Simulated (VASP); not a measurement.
Write the native input for VASP 6.6.1 that does the following.

```
Task                   : single point
Functional             : PBE
Potentials or basis    : VASP PAW PBE potentials, release 64 (Nd_3, Hf_pv), 4f in core
Cutoff                 : 500 eV
k mesh                 : 5 × 5 × 3
Occupations            : gaussian, width 0.2 eV
Spin                   : no spin polarisation
Dipole correction      : no
Further INCAR settings : ALGO = Normal; EDIFF = 1e-06; NBANDS = 29
```

The structure of NdHf lies in POSCAR:

```
NdHf
1.0
    3.2124949222      0.0000000000      0.0000000000
    0.0000000000      3.2124949222      0.0000000000
    0.0000000000      0.0000000000     11.3167809814
Nd Hf
2 2
Direct
    0.0000000000      0.0000000000      0.7760998991
    0.0000000000      0.0000000000      0.2239001009
    0.0000000000      0.0000000000      0.5000000000
    0.5000000000      0.5000000000      0.0000000000
```

The cell was generated, and may not be a known phase.

One way to write it, as run:

INCAR

```
SYSTEM = NdHf
PREC     = Accurate       ! precision mode
ENCUT    = 500            ! plane-wave cutoff, eV
EDIFF    = 1E-6           ! SCF threshold, eV
ISMEAR   = 0              ! smearing method
SIGMA    = 0.2            ! smearing width, eV
LREAL    = .False.        ! projectors in reciprocal space
LASPH    = .True.         ! aspherical terms in the spheres
NELM     = 200            ! most SCF steps
ALGO     = Normal         ! electronic algorithm
ISIF     = 2              ! what is computed and relaxed
LWAVE    = .False.        ! write WAVECAR
LCHARG   = .False.        ! write CHGCAR
GGA      = PE             ! functional
NBANDS   = 29             ! bands
GGA_COMPAT= .False.      
LMAXMIX  = 6              ! l up to which the mixer works
```

KPOINTS

```
regular mesh
0
Gamma
  5 5 3
  0 0 0
```

Potentials or basis: VASP PAW PBE potentials, release 64 (Nd_3, Hf_pv), 4f in core.

The run is started by

```console
$ cat potpaw_PBE.64/Nd_3/POTCAR potpaw_PBE.64/Hf_pv/POTCAR > POTCAR
$ mpirun -np 1 vasp_std > vasp.out
```

Results of the run:

```yaml
Pressure: 0.1 GPa
Largest_force: 0.006 eV/Å
Band_gap_on_the_k_mesh: zero (bands 21 and 22 overlap by 0.65 eV)
```

Caveat: the k points lie up to 0.39 Å⁻¹ apart, too coarse for converged energies and pressures of a metal; spin-orbit coupling is left out, which moves the levels of the heavy elements; the 4f electrons are frozen in the core, so they carry no moment and show no levels.

Wall time 23 s on 1 thread of Intel(R) Xeon(R) 6975P-C (Granite Rapids), with other jobs on the host, peak memory 0.22 GiB.
